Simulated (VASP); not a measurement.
# Sn3GeCl (Pm-3m) in VASP: a series of runs, part 2 of 2

VASP 6.6.1. The steps go on from the part before.

### Step 3. Single point, PBE

This run uses another cell than the first one, of 31.53 Å³/atom.

INCAR

```
SYSTEM = Sn3GeCl
ALGO     = Normal         ! electronic algorithm
EDIFF    = 1E-6           ! SCF threshold, eV
ENCUT    = 520            ! plane-wave cutoff, eV
GGA      = PE             ! functional
ISIF     = 2              ! what is computed and relaxed
ISMEAR   = 0              ! smearing method
LASPH    = .TRUE.         ! aspherical terms in the spheres
LCHARG   = .TRUE.         ! write CHGCAR
LELF     = .TRUE.         ! ELF
LREAL    = .FALSE.        ! projectors in reciprocal space
LVHAR    = .TRUE.       
LWAVE    = .FALSE.        ! write WAVECAR
NBANDS   = 40             ! bands
NELM     = 60             ! most SCF steps
PREC     = Accurate       ! precision mode
SIGMA    = 0.1            ! smearing width, eV
```

KPOINTS

```
k-points
0
G
  4 4 4
  0 0 0
```

POSCAR

```
Sn3GeCl
1.0
    5.4024020724      0.0000000000      0.0000000000
    0.0000000000      5.4024020724      0.0000000000
    0.0000000000      0.0000000000      5.4024020724
Sn Ge Cl
3 1 1
Direct
    0.0000000000      0.5000000000      0.5000000000
    0.5000000000      0.0000000000      0.5000000000
    0.5000000000      0.5000000000      0.0000000000
    0.0000000000      0.0000000000      0.0000000000
    0.5000000000      0.5000000000      0.5000000000
```

Potentials or basis: VASP PAW PBE potentials, release 64 (Sn_d, Ge_d, Cl).

Launch:

```
$ cat potpaw_PBE.64/Sn_d/POTCAR potpaw_PBE.64/Ge_d/POTCAR potpaw_PBE.64/Cl/POTCAR > POTCAR
$ mpirun -np 1 vasp_std > vasp.out
```

OUTCAR:

```text
SYSTEM = Sn3GeCl
   EDIFF = 1E-6
   ENCUT = 520
   GGA = PE
   ISIF = 2
   ISMEAR = 0
   LASPH = .TRUE.
   LREAL = .FALSE.
   NELM = 60
   PREC = Accurate

 ion  position               nearest neighbor table
   1  0.000  0.500  0.500-   5 2.70   5 2.70
   2  0.500  0.000  0.500-   5 2.70   5 2.70
   3  0.500  0.500  0.000-   5 2.70   5 2.70
   4  0.000  0.000  0.000-
   5  0.500  0.500  0.500-   1 2.70   2 2.70   3 2.70   3 2.70   2 2.70   1 2.70

  LATTYP: Found a simple cubic cell.
[... 614 lines left out ...]
  --------------------------------------------------------------------------------------
  -------------------------------------------------------------------------------------
  Total        0.0306557      0.0306557      0.0306557      0.0000000      0.0000000      0.0000000
  in kB        0.3115021      0.3115021      0.3115021      0.0000000      0.0000000      0.0000000
  external PRESSURE =       0.3115021 kB  Pullay stress =       0.0000000 kB

 VOLUME and BASIS-vectors are now :
 -----------------------------------------------------------------------------
  energy-cutoff  :      520.00
  volume of cell :      157.67
      direct lattice vectors                 reciprocal lattice vectors
     5.402402072  0.000000000  0.000000000     0.185102846  0.000000000  0.000000000
     0.000000000  5.402402072  0.000000000     0.000000000  0.185102846  0.000000000
     0.000000000  0.000000000  5.402402072     0.000000000  0.000000000  0.185102846

 POSITION                                       TOTAL-FORCE (eV/Angst)
 -----------------------------------------------------------------------------------
      0.00000      2.70120      2.70120         0.000000      0.000000      0.000000
      2.70120      0.00000      2.70120         0.000000      0.000000      0.000000
      2.70120      2.70120      0.00000         0.000000      0.000000      0.000000
      0.00000      0.00000      0.00000         0.000000      0.000000      0.000000
      2.70120      2.70120      2.70120         0.000000      0.000000      0.000000
 -----------------------------------------------------------------------------------
    total drift:                               -0.000000     -0.000000     -0.000000

  FREE ENERGIE OF THE ION-ELECTRON SYSTEM (eV)
  ---------------------------------------------------
  free  energy   TOTEN  =       -15.2305731308 eV

  energy  without entropy=      -15.2107431426  energy(sigma->0) =      -15.22065814
```

Run time: 43 s. Hardware: 1 thread of AMD EPYC 7R13 (Zen 3), shared host; peak memory 0.23 GiB.

What came out:

```
Free energy            : -15.2306 eV
Pressure               : 0.0 GPa
Band gap on the k mesh : zero (an odd number of electrons rules out a gap without spin polarisation)
```

Levels at points of the mesh, in eV from the Fermi level:
| k point | band 28 | band 29 | band 30 | band 31 | band 32 | band 33 | band 34 | band 35 |
| --- | --- | --- | --- | --- | --- | --- | --- | --- |
| (0.00, 0.00, 0.00) | -6.14 | -1.44 | -1.44 | -1.44 | 1.19 | 1.19 | 1.19 | 2.82 |
| (0.50, 0.00, 0.00) | -3.36 | -1.40 | -1.40 | -0.02 | 0.34 | 0.34 | 0.38 | 0.72 |
| (0.50, 0.50, 0.00) | -3.67 | -1.80 | -1.04 | -1.04 | -0.38 | -0.38 | -0.05 | 0.13 |
| (0.50, 0.50, 0.50) | -3.40 | -3.29 | -3.29 | -3.29 | -0.51 | 1.27 | 1.27 | 2.53 |

Caveat: spin-orbit coupling is left out, which moves the levels of the heavy elements; an odd number of electrons without spin polarisation forces a metal; a magnetic or distorted state may lie lower.

### Step 4. Relaxation of cell and atoms, PBE

INCAR

```
ALGO = Normal
EDIFF = 1E-6
EDIFFG = -0.04
ENCUT = 600
GGA = PE
IBRION = 2
ISIF = 3
ISMEAR = 0
LASPH = True
LCHARG = False
LREAL = False
LWAVE = False
NELM = 100
NSW = 90
PREC = Accurate
SIGMA = 0.1
```

KPOINTS

```
k-points
0
Gamma
  4 4 4
```

POSCAR, as its differences from that of step 3:

```diff
@@ -2,5 +2,5 @@
 1.0
-    5.4024020724      0.0000000000      0.0000000000
-    0.0000000000      5.4024020724      0.0000000000
-    0.0000000000      0.0000000000      5.4024020724
+    4.7844230600      0.0000000000      0.0000000000
+    0.0000000000      4.7844230600      0.0000000000
+    0.0000000000      0.0000000000      4.7844230600
 Sn Ge Cl
```

Launch:

```
$ cat potpaw_PBE.64/Sn_d/POTCAR potpaw_PBE.64/Ge_d/POTCAR potpaw_PBE.64/Cl/POTCAR > POTCAR
$ mpirun -np 1 vasp_std > vasp.out
```

Wall time 2.3 min (1 thread of AMD EPYC 7R13 (Zen 3), shared host); peak memory 0.24 GiB.

Results (log left out):

* Free energy: -15.2154 eV
* Relaxed volume: 31.60 Å³/atom
* Relaxed cell: a = 5.406 Å, b = 5.406 Å, c = 5.406 Å, α = 90.00°, β = 90.00°, γ = 90.00°
* Space group after relaxing (to 0.1 Å): Pm-3m (No. 221)
* Energy gained by relaxing: 543.8 meV/atom
* Ionic steps: 4
* Pressure after relaxing: 0.0 GPa
* Band gap on the k mesh: zero (an odd number of electrons rules out a gap without spin polarisation)

Step by step:
| step | energy change (eV) | largest force (eV/Å) | pressure (GPa) | volume (Å³) |
| --- | --- | --- | --- | --- |
| 1 | 0.0000 | 0.0000 | 24.77 | 109.52 |
| 2 | -2.6113 | 0.0000 | -2.17 | 172.45 |
| 3 | -2.7176 | 0.0000 | 0.30 | 156.28 |
| 4 | -2.7191 | 0.0000 | -0.02 | 158.00 |

Final structure:
```
Sn Ge Cl
1.0
     5.40615    0.00000    0.00000
     0.00000    5.40615    0.00000
     0.00000    0.00000    5.40615
Sn Ge Cl
3 1 1
Direct
  0.00000 0.50000 0.50000
  0.50000 0.00000 0.50000
  0.50000 0.50000 0.00000
  0.00000 0.00000 0.00000
  0.50000 0.50000 0.50000
```

Levels at points of the mesh, in eV from the Fermi level:
```
           k point  band 29  band 30  band 31  band 32  band 33  band 34
(0.00, 0.00, 0.00)    -1.43    -1.43    -1.43     1.19     1.19     1.19
(0.50, 0.00, 0.00)    -1.39    -1.39    -0.02     0.34     0.34     0.38
(0.50, 0.50, 0.00)    -1.80    -1.04    -1.04    -0.38    -0.38    -0.05
(0.50, 0.50, 0.50)    -3.28    -3.28    -3.28    -0.52     1.27     1.27
```

Caveat: the volume moved by over 15 % at a fixed basis, so the end points are rough; spin-orbit coupling is left out, which moves the levels of the heavy elements; an odd number of electrons without spin polarisation forces a metal; a magnetic or distorted state may lie lower.

### Step 5. Summary

```csv
task,cell,cutoff (eV),gap on the mesh (eV),pressure (GPa)
single point,"a = 4.784 Å, 5 atoms",520,none,24.7
single point,"a = 5.402 Å, 5 atoms",520,none,0.0
relaxation of cell and atoms,"relaxed from a = 4.784 Å, 5 atoms",600,none,0.0
```

Alike in all rows: level PBE; potentials or basis VASP PAW PBE potentials, release 64 (Sn_d, Ge_d, Cl); no spin polarisation; k mesh 4 × 4 × 4; smearing gaussian 0.1 eV.

Caveats: spin-orbit coupling is left out, which moves the levels of the heavy elements; an odd number of electrons without spin polarisation forces a metal; a magnetic or distorted state may lie lower; the cell stands under pressure (at least some runs); the volume moved by over 15 % at a fixed basis, so the end points are rough (at least some runs).

Absolute energies hang on the potentials; compare differences alone.
